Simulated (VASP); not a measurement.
# Mn2FeSe3 (P-3m1) in VASP: single point with PBE

Aim: the single point of Mn2FeSe3 with PBE.

All numbers are computed with VASP 6.6.1; they aren't measurements. Logs are shortened: lines on timing, memory, paths and dates and some standing lists are left out, and cuts for length are marked.

**1. The cell of the first run**

Symmetry: P-3m1, No. 164, trigonal system. Conventional cell: a = 3.526 Å, b = 3.526 Å, c = 8.565 Å, α = 90.00°, β = 90.00°, γ = 120.00°. Se (site symmetry -3m) has 6 Mn at 2.49 Å within 3.3 Å. Se (site symmetry 3m) has 3 Fe at 2.46 Å and 3 Mn at 2.52 Å within 3.2 Å. Within 3.2 Å of Fe (site symmetry -3m) lie 6 Se at 2.46 Å. Within 3.3 Å of Mn (site symmetry 3m) lie 6 Se at 2.49 to 2.52 Å.

**2. Single point, PBE, collinear spin, antiferromagnetic start**

Contents of INCAR:

```
  ALGO = Normal
  EDIFF = 1E-6
  ENCUT = 520
  GGA = PE
  ISIF = 2
  ISMEAR = -1
  ISPIN = 2
  LASPH = True
  LCHARG = False
  LMAXMIX = 4
  LORBIT = 11
  LREAL = False
  LWAVE = False
  MAGMOM = 0 0 0 1.95 0.33 -2.35
  NBANDS = 39
  NELM = 150
  PREC = Accurate
  SIGMA = 0.05
```

Contents of KPOINTS:

```
k-points
0
Gamma
  9 9 3
```

Contents of POSCAR:

```
Mn2FeSe3
1.0
    3.5257490756      0.0000000000      0.0000000000
   -1.7628745378      3.0533882668      0.0000000000
    0.0000000000      0.0000000000      8.5645230000
Se Fe Mn
3 1 2
Direct
    0.0000000000      0.0000000000      0.5000000000
    0.6666666667      0.3333333333      0.8394020000
    0.3333333333      0.6666666667      0.1605980000
    0.0000000000      0.0000000000      0.0000000000
    0.6666666667      0.3333333333      0.3332160000
    0.3333333333      0.6666666667      0.6667840000
```

Potentials or basis: VASP PAW PBE potentials, release 64 (Se, Fe, Mn_pv).

On the command line:

```
$ cat potpaw_PBE.64/Se/POTCAR potpaw_PBE.64/Fe/POTCAR potpaw_PBE.64/Mn_pv/POTCAR > POTCAR
$ mpirun -np 1 vasp_std > vasp.out
```

OUTCAR:

```text
EDIFF = 1E-6
   ENCUT = 520
   GGA = PE
   ISIF = 2
   ISMEAR = -1
   ISPIN = 2
   LASPH = True
   LORBIT = 11
   LREAL = False
   NELM = 150
   PREC = Accurate

 ion  position               nearest neighbor table
   1  0.000  0.000  0.500-   5 2.49   6 2.49   6 2.49   5 2.49   5 2.49   6 2.49
   2  0.667  0.333  0.839-   4 2.46   4 2.46   4 2.46   6 2.52   6 2.52   6 2.52
   3  0.333  0.667  0.161-   4 2.46   4 2.46   4 2.46   5 2.52   5 2.52   5 2.52
   4  0.000  0.000  0.000-   2 2.46   3 2.46   3 2.46   2 2.46   2 2.46   3 2.46
   5  0.667  0.333  0.333-   1 2.49   1 2.49   1 2.49   3 2.52   3 2.52   3 2.52
   6  0.333  0.667  0.667-   1 2.49   1 2.49   1 2.49   2 2.52   2 2.52   2 2.52

  LATTYP: Found a hexagonal cell.
 ALAT       =     3.5257490756
 C/A-ratio  =     2.4291357145

  Lattice vectors:

 A1 = (   3.5257490756,   0.0000000000,   0.0000000000)
 A2 = (  -1.7628745378,   3.0533882668,   0.0000000000)
 A3 = (   0.0000000000,   0.0000000000,   8.5645230000)

Analysis of symmetry for initial positions (statically):
=====================================================================
 Subroutine PRICEL returns:
 Original cell was already a primitive cell.

 Routine SETGRP: Setting up the symmetry group for a
 hexagonal supercell.

 Subroutine GETGRP returns: Found 12 space group operations
 (whereof 12 operations were pure point group operations)
 out of a pool of 24 trial point group operations.

The static configuration has the point symmetry D_3d.

Analysis of symmetry for dynamics (positions and initial velocities):
=====================================================================
 Subroutine PRICEL returns:
 Original cell was already a primitive cell.

 Routine SETGRP: Setting up the symmetry group for a
 hexagonal supercell.

 Subroutine GETGRP returns: Found 12 space group operations
 (whereof 12 operations were pure point group operations)
 out of a pool of 24 trial point group operations.

The dynamic configuration has the point symmetry D_3d.

Analysis of structural, dynamic, and magnetic symmetry:
=====================================================================
 Subroutine PRICEL returns:
 Original cell was already a primitive cell.

 Routine SETGRP: Setting up the symmetry group for a
 hexagonal supercell.

 Subroutine GETGRP returns: Found  6 space group operations
 (whereof  6 operations were pure point group operations)
 out of a pool of 24 trial point group operations.
[... 143 lines left out ...]
 maximum number of plane-waves:      2539
 NGX is ok and might be reduce to    28
   NGX = 13   NGY = 13   NGZ = 31

 number of electron      51.9999992 magnetization      -0.1925084

 number of electron      51.9999994 magnetization       2.4748859

 Free energy of the ion-electron system (eV)
  ---------------------------------------------------
  ext. energy  EPLUGINS =         0.00000000
  ---------------------------------------------------
  free energy    TOTEN  =       -37.04056351 eV

  energy without entropy =      -36.99007522  energy(sigma->0) =      -37.01531937

 E-fermi :   8.0044     XC(G=0): -11.6567

 val. band max:        8.0020890701   @ k =   0.0000   0.3333   0.3333
 cond. band min:       8.0062566709   @ k =  -0.1111   0.4444   0.3333
 fundamental gap:      0.0041676009
 Fermi energy:         8.0043744649

 spin component 1

 k-point     1 :       0.0000    0.0000    0.0000
  band No.  band energies     occupation
      1     -42.3410      1.00000
      2     -42.3094      1.00000
      3     -42.3094      1.00000
      4     -38.2315      1.00000
      5     -38.2315      1.00000
      6     -38.1913      1.00000
[... 973 lines left out ...]
     37      13.9378      0.00000
     38      14.9886      0.00000

 [... further k-points ...]

 spin component 2

 k-point     1 :       0.0000    0.0000    0.0000
  band No.  band energies     occupation
      1     -42.1572      1.00000
      2     -42.1572      1.00000
      3     -42.1241      1.00000
      4     -38.5068      1.00000
      5     -38.5068      1.00000
      6     -38.4943      1.00000
[... 973 lines left out ...]
     37      14.0434      0.00000
     38      15.1121      0.00000

 [... further k-points ...]

 [bands above 38 left out]

------------------------ aborting loop because EDIFF is reached ----------------------------------------

  FORCE on cell =-STRESS in cart. coord.  units (eV):
  Direction    XX          YY          ZZ          XY          YZ          ZX
  --------------------------------------------------------------------------------------
  -------------------------------------------------------------------------------------
  Total       10.0350198     10.0350198     11.1071309      0.0000000      0.0000000      0.0000000
  in kB      174.3782045    174.3782044    193.0082443      0.0000000      0.0000000      0.0000000
  external PRESSURE =     180.5882177 kB  Pullay stress =       0.0000000 kB

 VOLUME and BASIS-vectors are now :
 -----------------------------------------------------------------------------
  energy-cutoff  :      520.00
  volume of cell :       92.20
      direct lattice vectors                 reciprocal lattice vectors
     3.525749076  0.000000000  0.000000000     0.283627671  0.163752512  0.000000000
    -1.762874538  3.053388267  0.000000000     0.000000000  0.327505025  0.000000000
     0.000000000  0.000000000  8.564523000     0.000000000  0.000000000  0.116760735

 POSITION                                       TOTAL-FORCE (eV/Angst)
 -----------------------------------------------------------------------------------
      0.00000      0.00000      4.28226         0.000000     -0.000000     -0.127244
      1.76287      1.01780      7.18908         0.000000     -0.000000      0.149570
     -0.00000      2.03559      1.37545         0.000000     -0.000000      0.055833
      0.00000      0.00000      0.00000         0.000000     -0.000000      0.267529
      1.76287      1.01780      2.85384         0.000000      0.000000     -0.549925
     -0.00000      2.03559      5.71069        -0.000000      0.000000      0.204238
 -----------------------------------------------------------------------------------
    total drift:                               -0.000000      0.000000      0.000032

  FREE ENERGIE OF THE ION-ELECTRON SYSTEM (eV)
  ---------------------------------------------------
  free  energy   TOTEN  =       -37.0405635099 eV

  energy  without entropy=      -36.9900752202  energy(sigma->0) =      -37.01531937

 total charge

# of ion       s       p       d       tot
------------------------------------------
    1        1.443   2.489   0.085   4.018
    2        1.445   2.446   0.087   3.978
    3        1.455   2.420   0.090   3.965
    4        0.371   0.412   6.349   7.131
    5        0.276   6.234   5.095  11.606
    6        0.268   6.228   5.121  11.616
--------------------------------------------------
tot          5.258  20.229  16.826  42.313

 magnetization (x)

# of ion       s       p       d       tot
------------------------------------------
    1       -0.002   0.001  -0.001  -0.001
    2       -0.001   0.015  -0.007   0.008
    3        0.024  -0.014   0.016   0.025
    4        0.026   0.021   2.410   2.457
    5        0.039   0.030   3.543   3.613
    6       -0.017  -0.014  -3.658  -3.690
--------------------------------------------------
tot          0.069   0.040   2.304   2.412
```

OSZICAR:

```text
N       E                     dE             d eps       ncg     rms          rms(c)
DAV:   1     0.535138515754E+03    0.53514E+03   -0.26240E+04  5036   0.146E+03
DAV:   2     0.769163650493E+01   -0.52745E+03   -0.50195E+03  4864   0.409E+02
DAV:   3    -0.365594531007E+02   -0.44251E+02   -0.41787E+02  5613   0.126E+02
[... 15 lines left out ...]
DAV:  19    -0.370405053264E+02    0.40286E-04   -0.45346E-04  6915   0.171E-01    0.939E-02
DAV:  20    -0.370405440139E+02   -0.38687E-04   -0.11794E-04  6565   0.940E-02    0.521E-02
DAV:  21    -0.370405580535E+02   -0.14040E-04   -0.46865E-05  6439   0.636E-02    0.279E-02
DAV:  22    -0.370405627749E+02   -0.47215E-05   -0.10782E-05  5622   0.287E-02    0.176E-02
DAV:  23    -0.370405635099E+02   -0.73496E-06   -0.70883E-06  4842   0.234E-02
   1 F= -.37040564E+02 E0= -.37015319E+02  d E =-.504883E-01  mag=     2.4759
```

stdout:

```text
POSCAR found type information on POSCAR SeFeMn
 POSCAR found :  3 types and       6 ions
 scaLAPACK will be used
 LDA part: xc-table for (Slater+PW92), standard interpolation
 POSCAR, INCAR and KPOINTS ok, starting setup
 FFT: planning ... GRIDC
 FFT: planning ... GRID_SOFT
 FFT: planning ... GRID
 WAVECAR not read
 entering main loop
```

Wall time 5.8 min (1 thread of Intel Xeon Platinum 8488C (Sapphire Rapids), shared host); peak memory 0.37 GiB.

Results:

```
Free energy                                           : -37.0406 eV
Pressure                                              : 18.1 GPa
Largest force                                         : 0.550 eV/Å
Net moment                                            : 2.47 μB per cell
Site moments                                          : Se -0.00, +0.01, +0.03; Fe +2.46; Mn +3.61, -3.69 μB
Valence electrons inside the program's atomic spheres : Se 4.02, 3.98, 3.96; Fe 7.13; Mn 11.61, 11.62
```

Forces on the atoms (eV/Å):
```
Se   0.000  0.000 -0.127
Se   0.000  0.000  0.150
Se   0.000  0.000  0.056
Fe   0.000  0.000  0.268
Mn   0.000  0.000 -0.550
Mn   0.000  0.000  0.204
```

Stress tensor (GPa, compression positive):
```
17.44  0.00  0.00
 0.00 17.44  0.00
 0.00  0.00 19.30
```

Caveat: the cell stands under pressure; semilocal functionals often make such compounds metallic where correlation or magnetic order opens a gap, which also shifts bond lengths. With open d or f shells a metallic result of PBE can be an artefact of self-interaction; +U or a hybrid may open a gap.
